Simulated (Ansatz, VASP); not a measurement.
# Fe in VASP and in Ansatz

Contents of INCAR:

```
SYSTEM = Fe
ALGO = Normal ; EDIFF = 1E-7
ENCUT = 520 ; GGA = PE
ISIF = 2 ; ISMEAR = -1
ISPIN = 2 ; LASPH = .True.
LCHARG = .False. ; LMAXMIX = 4
LORBIT = 11 ; LREAL = .False.
LWAVE = .False. ; MAGMOM = 2.367
NBANDS = 14 ; NELM = 150
PREC = Accurate ; SIGMA = 0.05
```

The input KPOINTS:

```
k-points
0
Gamma
  15 15 15
  0 0 0
```

File POSCAR:

```
Fe
1.0
    2.4626376863      0.0000000000      0.0000000000
    0.0000000000      2.4626376863      0.0000000000
    0.0000000000      0.0000000000      2.4626376863
Fe
1
Direct
    0.0000000000      0.0000000000      0.0000000000
```

Input for Ansatz:

```yaml
crystal:
  lattice:
    - [2.4626376863, 0.0, 0.0]
    - [0.0, 2.4626376863, 0.0]
    - [0.0, 0.0, 2.4626376863]
  atoms:
    - { symbol: Fe, position: [0.0, 0.0, 0.0], spin: 2.367 }
hamiltonian:
  xc: pbe
  pseudopotentials:
    kind: paw
    azcp:
      Fe: "pseudopotentials/Fe.paw.azcp"
basis:
  ecutwfc: 420
  fft_grid_basis: typed
kpoints:
  mp_grid: { grid: [15, 15, 15], shift: [0, 0, 0] }
magnetization:
  spin_polarized: true
scf:
  occupations: { method: fermi_dirac, width: 0.05 }
  lower_state_search: "off"
output:
  stress: true
```

Alike in both runs: task single point; functional PBE; k mesh 15 × 15 × 15; occupations fermi-dirac, width 0.05 eV; collinear spin.

|  | VASP | Ansatz |
| --- | --- | --- |
| version | VASP 6.6.1 | Ansatz 0.2.0 |
| potentials or method | VASP PAW PBE potentials, release 64 (Fe), cutoff 520 eV | plane waves (420 eV) with PAW, scalar-relativistic |
| valence electrons in the cell | 8 | 16 |

|  | VASP | Ansatz | Ansatz less VASP |
| --- | --- | --- | --- |
| pressure (GPa) | -10.1 | -10.3 | -0.17 |
| net moment per atom (μB) | 2.64 | 2.62 | -0.026 |
| size of the moment on the site where the two differ most (μB) | 2.64 | 2.61 | -0.029 |

Site moments also hang on the region over which each program counts them. VASP's potentials hold 8 valence electrons a cell and Ansatz's 16, so a difference there can come from the potentials and not from the codes.
